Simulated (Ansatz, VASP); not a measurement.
**CaZn: VASP beside Ansatz**

```
Ca Zn
1.0
     4.09572    0.00000    0.00000
     0.00000    4.09572    0.00000
     0.00000    0.00000    2.89567
Ca Zn
1 1
Direct
  0.00000 0.00000 0.00000
  0.50000 0.50000 0.50000
```

Alike in both runs: task single point; functional LDA; k mesh 14 × 14 × 14; occupations gaussian, width 0.15 eV; no spin polarisation.

|  | VASP | Ansatz |
| --- | --- | --- |
| version | VASP 6.6.1 | Ansatz 0.2.0 |
| potentials or method | VASP PAW LDA potentials, release 64 (Ca_sv, Zn), cutoff 520 eV | scalar-relativistic, plane waves, PAW |
| valence electrons in the cell | 22 | 22 |

```csv
,VASP,Ansatz,Ansatz less VASP
gap on the k mesh at the Fermi level (eV),none,none,-
pressure (GPa),-2.9,-3.1,-0.13
"traceless stress, the component that is largest in VASP (GPa)",10.20,10.17,-0.028
```

LDA's correlation is that of Perdew and Zunger in VASP and of Perdew and Wang (1992) in Ansatz. A gap of «none» marks a metal or a gap that the smearing closes.
